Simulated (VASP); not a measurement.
# ZrB2 (R-3m) in VASP: further runs

Runs on ZrB2. Level: PBE. Tasks: single point, relaxation of cell and atoms.

Everything below comes from runs of VASP 6.6.1. Logs are shortened: lines on timing, memory, paths and dates and some standing lists are left out, and cuts for length are marked.

## (1) The cell of the first run

Symmetry: R-3m, No. 166, trigonal system. Conventional cell: a = 2.886 Å, b = 2.886 Å, c = 13.073 Å, α = 90.00°, β = 90.00°, γ = 120.00°. Zr (site symmetry -3m) has 6 B at 1.99 Å within 2.6 Å. Within 2.6 Å of B (site symmetry 3m) lie 3 Zr at 1.99 Å.

## (2) Single point, PBE

INCAR

```
SYSTEM = ZrB2
PREC = Accurate ; ENCUT = 520
EDIFF = 1E-6 ; ISMEAR = 0
SIGMA = 0.1 ; LREAL = .FALSE.
LASPH = .TRUE. ; NELM = 60
ALGO = Normal ; ISIF = 2
LWAVE = .FALSE. ; LCHARG = .TRUE.
GGA = PE ; LELF = .TRUE.
LVHAR = .TRUE. ; NBANDS = 16
```

KPOINTS

```
Automatic mesh
0
G
  9 9 9
  0 0 0
```

POSCAR

```
ZrB2
1.0
    1.4428447109      0.8330267822      4.3577601251
   -1.4428447109      0.8330267822      4.3577601251
    0.0000000000     -1.6660535644      4.3577601251
Zr B
1 2
Direct
    0.0000000000      0.0000000000      0.0000000000
    0.7500000000      0.7500000000      0.7500000000
    0.2500000000      0.2500000000      0.2500000000
```

Potentials or basis: VASP PAW PBE potentials, release 64 (Zr_sv, B).

Run with:

```sh
$ cat potpaw_PBE.64/Zr_sv/POTCAR potpaw_PBE.64/B/POTCAR > POTCAR
$ mpirun -np 1 vasp_std > vasp.out
```

OUTCAR:

```text
SYSTEM = ZrB2
   PREC = Accurate
   ENCUT = 520
   EDIFF = 1E-6
   ISMEAR = 0
   LREAL = .FALSE.
   LASPH = .TRUE.
   NELM = 60
   ISIF = 2
   GGA = PE

 ion  position               nearest neighbor table
   1  0.000  0.000  0.000-   2 1.99   3 1.99   2 1.99   2 1.99   3 1.99   3 1.99
   2  0.750  0.750  0.750-   1 1.99   1 1.99   1 1.99
   3  0.250  0.250  0.250-   1 1.99   1 1.99   1 1.99

  LATTYP: Found a trigonal (rhomboedric) cell.
 ALAT       =     4.6653839914
 COS(alpha) =     0.8087090652

  Lattice vectors:

 A1 = (   1.4428447109,   0.8330267822,   4.3577601251)
 A2 = (  -1.4428447109,   0.8330267822,   4.3577601251)
 A3 = (   0.0000000000,  -1.6660535644,   4.3577601251)

Analysis of symmetry for initial positions (statically):
=====================================================================
 Subroutine PRICEL returns:
 Original cell was already a primitive cell.

 Routine SETGRP: Setting up the symmetry group for a
 trigonal (rhombohedral) supercell.

 Subroutine GETGRP returns: Found 12 space group operations
 (whereof 12 operations were pure point group operations)
 out of a pool of 12 trial point group operations.

The static configuration has the point symmetry D_3d.

Analysis of symmetry for dynamics (positions and initial velocities):
=====================================================================
 Subroutine PRICEL returns:
 Original cell was already a primitive cell.

 Routine SETGRP: Setting up the symmetry group for a
 trigonal (rhombohedral) supercell.

 Subroutine GETGRP returns: Found 12 space group operations
 (whereof 12 operations were pure point group operations)
 out of a pool of 12 trial point group operations.

The dynamic configuration has the point symmetry D_3d.

 Subroutine INISYM returns: Found 12 space group operations
 (whereof 12 operations are pure point group operations),
 and found     1 'primitive' translations

----------------------------------------------------------------------------------------

                                     Primitive cell

  volume of cell :      31.4263

  direct lattice vectors                    reciprocal lattice vectors
     1.442844711  0.833026782  4.357760125     0.346537639  0.200073599  0.076491896
    -1.442844711  0.833026782  4.357760125    -0.346537639  0.200073599  0.076491896
     0.000000000 -1.666053564  4.357760125     0.000000000 -0.400147199  0.076491896

  length of vectors
     4.665383991  4.665383991  4.665383991     0.407392674  0.407392674  0.407392674

  position of ions in fractional coordinates (direct lattice)
     0.000000000  0.000000000  0.000000000
     0.750000000  0.750000000  0.750000000
     0.250000000  0.250000000  0.250000000

  ion indices of the primitive-cell ions
   primitive index   ion index
                 1           1
                 2           2
                 3           3

----------------------------------------------------------------------------------------

 KPOINTS: Automatic mesh

Automatic generation of k-mesh.
 Grid dimensions read from file:
 generate k-points for:    9    9    9

 Generating k-lattice:

  Cartesian coordinates                     Fractional coordinates (reciprocal lattice)
     0.038504182  0.022230400  0.008499100     0.111111111  0.000000000  0.000000000
    -0.038504182  0.022230400  0.008499100     0.000000000  0.111111111  0.000000000
     0.000000000 -0.044460800  0.008499100     0.000000000  0.000000000  0.111111111

  Length of vectors
     0.045265853  0.045265853  0.045265853

  Shift w.r.t. Gamma in fractional coordinates (k-lattice)
     0.000000000  0.000000000  0.000000000

 Subroutine IBZKPT returns following result:
 ===========================================

 Found     85 irreducible k-points:

 Following reciprocal coordinates:
            Coordinates               Weight
  0.000000  0.000000  0.000000      1.000000
  0.111111  0.000000  0.000000      6.000000
  0.222222 -0.000000  0.000000      6.000000
  0.333333 -0.000000  0.000000      6.000000
  0.444444 -0.000000  0.000000      6.000000
  0.111111  0.111111  0.000000      6.000000
[... 16 lines left out ...]
 -0.333333  0.333333  0.000000      6.000000
  0.444444  0.444444  0.000000      6.000000
 [... further k-points ...]
   k-points           NKPTS =     85   k-points in BZ     NKDIM =     85   number of bands    NBANDS=     16
   number of dos      NEDOS =    301   number of ions     NIONS =      3
   total plane-waves  NPLWV =  46656
   dimension x,y,z NGX =    36 NGY =   36 NGZ =   36
   dimension x,y,z NGXF=    72 NGYF=   72 NGZF=   72
   ions per type =               1   2
   NGX,Y,Z   is equivalent  to a cutoff of  12.83, 12.83, 12.83 a.u.
   NGXF,Y,Z  is equivalent  to a cutoff of  25.66, 25.66, 25.66 a.u.
 SYSTEM =  ZrB2
   PREC   = accura    normal or accurate (medium, high low for compatibility)
   ISTART =      0    job   : 0-new  1-cont  2-samecut
   ICHARG =      2    charge: 1-file 2-atom 10-const
   ISPIN  =      1    spin polarized calculation?
   LNONCOLLINEAR =      F non collinear calculations
   LSORBIT =      F    spin-orbit coupling
   LASPH  =      T    aspherical Exc in radial PAW
   ENCUT  =  520.0 eV  38.22 Ry    6.18 a.u.   8.67  8.67  8.67*2*pi/ulx,y,z
   NELM   =     60;   NELMIN=  2; NELMDL= -5     # of ELM steps
   EDIFF  = 0.1E-05   stopping-criterion for ELM
   LREAL  =      F    real-space projection
   EDIFFG = 0.1E-04   stopping-criterion for IOM
   NSW    =      0    number of steps for IOM
   IBRION =     -1    ionic relax: 0-MD 1-quasi-New 2-CG
   NFREE  =      0    steps in history (QN), initial steepest desc. (CG)
   ISIF   =      2    stress and relaxation
   ISYM   =      2    0-nonsym 1-usesym 2-fastsym
   POTIM  = 0.5000    time-step for ionic-motion
   TEBEG  =    0.0;   TEEND  =   0.0 temperature during run
   PSTRESS=    0.0 pullay stress
   NELECT =      18.0000    total number of electrons
   NUPDOWN=      -1.0000    fix difference up-down
   EMIN   =  10.00;   EMAX   =-10.00  energy-range for DOS
   EFERMI =   0.00;   METHOD = LEGACY
   ISMEAR =     0;   SIGMA  =   0.10  broadening in eV -4-tet -1-fermi 0-gaus
   EFERMI_NEDOS =   21; number of points for ismear=-14 and -15
   IALGO  =     38    algorithm
   IMIX   =      4    mixing-type and parameters
     AMIX     =   0.40;   BMIX     =  1.00
     AMIX_MAG =   1.60;   BMIX_MAG =  1.00
  volume/ion in A,a.u.               =      10.48        70.69
  Fermi-wavevector in a.u.,A,eV,Ry     =   1.359569  2.569213 25.149392  1.848428
  Thomas-Fermi vector in A             =   2.486306
   LORBIT       =      0    0 simple, 1 ext, 2 COOP (PROOUT), +10 PAW based schemes
   GGA     = PE    functional components
   LHFCALC =     F    Hartree Fock is set to
   AEXX    =    0.0000 exact exchange contribution
   IVDW    =     0    specifies the selected vdW correction
   LEPSILON=     F    determine dielectric tensor
   LRPA    =     F    only Hartree local field effects (RPA)
 non-spin polarized calculation
 Gauss-broadening in eV      SIGMA  =   0.10
  energy-cutoff  :      520.00
  volume of cell :       31.43
 maximum number of plane-waves:       871
   NGX = 17   NGY = 17   NGZ = 17

 number of electron      18.0000000 magnetization

 Free energy of the ion-electron system (eV)
  ---------------------------------------------------
  ext. energy  EPLUGINS =         0.00000000
  ---------------------------------------------------
  free energy    TOTEN  =       -12.87927155 eV

  energy without entropy =      -12.87538786  energy(sigma->0) =      -12.87732971

 E-fermi :   8.4655     XC(G=0): -12.0467

 val. band max:        8.4327946387   @ k =  -0.3333   0.4444   0.1111
 cond. band min:       8.4675255123   @ k =  -0.2222   0.4444   0.1111
 fundamental gap:      0.0347308736
 Fermi energy:         8.4654876482

 k-point     1 :       0.0000    0.0000    0.0000
  band No.  band energies     occupation
      1     -38.0011      2.00000
      2     -16.7518      2.00000
      3     -15.3599      2.00000
      4     -15.3599      2.00000
      5      -0.8739      2.00000
      6       3.2040      2.00000
[... 8 lines left out ...]
     15      16.3093      0.00000
     16      21.1177      0.00000

 k-point     2 :       0.1111    0.0000    0.0000
  band No.  band energies     occupation
      1     -37.9554      2.00000
      2     -16.6993      2.00000
      3     -15.7004      2.00000
      4     -15.4322      2.00000
      5      -0.4771      2.00000
      6       3.6567      2.00000
[... 8 lines left out ...]
     15      16.5106      0.00000
     16      20.0699      0.00000

 k-point     3 :       0.2222   -0.0000    0.0000
  band No.  band energies     occupation
      1     -37.8373      2.00000
      2     -16.5638      2.00000
      3     -16.4954      2.00000
      4     -15.6102      2.00000
      5       0.4819      2.00000
      6       3.8510      2.00000
[... 8 lines left out ...]
     15      17.4045      0.00000
     16      20.2826      0.00000

 k-point     4 :       0.3333   -0.0000    0.0000
  band No.  band energies     occupation
      1     -37.6989      2.00000
      2     -17.3142      2.00000
      3     -16.4015      2.00000
      4     -15.8043      2.00000
      5       1.2974      2.00000
      6       3.4164      2.00000
[... 8 lines left out ...]
     15      18.4407      0.00000
     16      20.9220      0.00000
[... 324 lines left out ...]
 k-point    22 :      -0.4444    0.3333    0.0000
  band No.  band energies     occupation
      1     -37.5651      2.00000
      2     -17.5235      2.00000
      3     -16.6192      2.00000
      4     -16.2530      2.00000
      5       2.4091      2.00000
      6       4.1524      2.00000
[... 8 lines left out ...]
     15      17.3403      0.00000
     16      20.7468      0.00000

 k-point    23 :      -0.3333    0.3333    0.0000
  band No.  band energies     occupation
      1     -37.5402      2.00000
      2     -17.1764      2.00000
      3     -17.1733      2.00000
      4     -16.2189      2.00000
      5       3.1836      2.00000
      6       3.4212      2.00000
[... 8 lines left out ...]
     15      17.7496      0.00000
     16      20.3682      0.00000

 k-point    24 :       0.4444    0.4444    0.0000
  band No.  band energies     occupation
      1     -37.6056      2.00000
      2     -17.8071      2.00000
      3     -16.3059      2.00000
      4     -15.9299      2.00000
      5       1.5301      2.00000
      6       3.0200      2.00000
[... 8 lines left out ...]
     15      17.6288      0.00000
     16      21.0576      0.00000

 [... further k-points ...]

------------------------ aborting loop because EDIFF is reached ----------------------------------------

  FORCE on cell =-STRESS in cart. coord.  units (eV):
  Direction    XX          YY          ZZ          XY          YZ          ZX
  --------------------------------------------------------------------------------------
  -------------------------------------------------------------------------------------
  Total       24.8962847     24.8962847     10.5619352      0.0000000      0.0000000      0.0000000
  in kB     1269.2640990   1269.2640989    538.4693078      0.0000000      0.0000000      0.0000000
  external PRESSURE =    1025.6658352 kB  Pullay stress =       0.0000000 kB

 VOLUME and BASIS-vectors are now :
 -----------------------------------------------------------------------------
  energy-cutoff  :      520.00
  volume of cell :       31.43
      direct lattice vectors                 reciprocal lattice vectors
     1.442844711  0.833026782  4.357760125     0.346537639  0.200073599  0.076491896
    -1.442844711  0.833026782  4.357760125    -0.346537639  0.200073599  0.076491896
     0.000000000 -1.666053564  4.357760125     0.000000000 -0.400147199  0.076491896

 POSITION                                       TOTAL-FORCE (eV/Angst)
 -----------------------------------------------------------------------------------
      0.00000      0.00000      0.00000         0.000000      0.000000      0.000000
      0.00000      0.00000      9.80496        -0.000000     -0.000000      7.247021
      0.00000      0.00000      3.26832        -0.000000      0.000000     -7.247021
 -----------------------------------------------------------------------------------
    total drift:                                0.000000      0.000000      0.000000

  FREE ENERGIE OF THE ION-ELECTRON SYSTEM (eV)
  ---------------------------------------------------
  free  energy   TOTEN  =       -12.8792715548 eV

  energy  without entropy=      -12.8753878646  energy(sigma->0) =      -12.87732971
```

Wall time 31 s (1 thread of Intel Xeon 6975P-C (Granite Rapids), shared host); peak memory 0.21 GiB.

Results:

```
Free energy            : -12.8793 eV
Pressure               : 102.6 GPa
Largest force          : 7.247 eV/Å
Band gap on the k mesh : zero (bands 9 and 10 overlap by 0.35 eV)
```

Forces in eV/Å, atoms in the order of the input:
```
Zr   0.000  0.000  0.000
B    0.000  0.000  7.247
B    0.000  0.000 -7.247
```

Caveat: the stress differs along the axes, from 54 to 127 GPa; forces of over 1 eV/Å act on the atoms, so gaps and moduli don't describe the material at rest.

(Part 1 of 2 ends here.)

The gap in the log of VASP goes by the Fermi energy; the results here count the filled bands.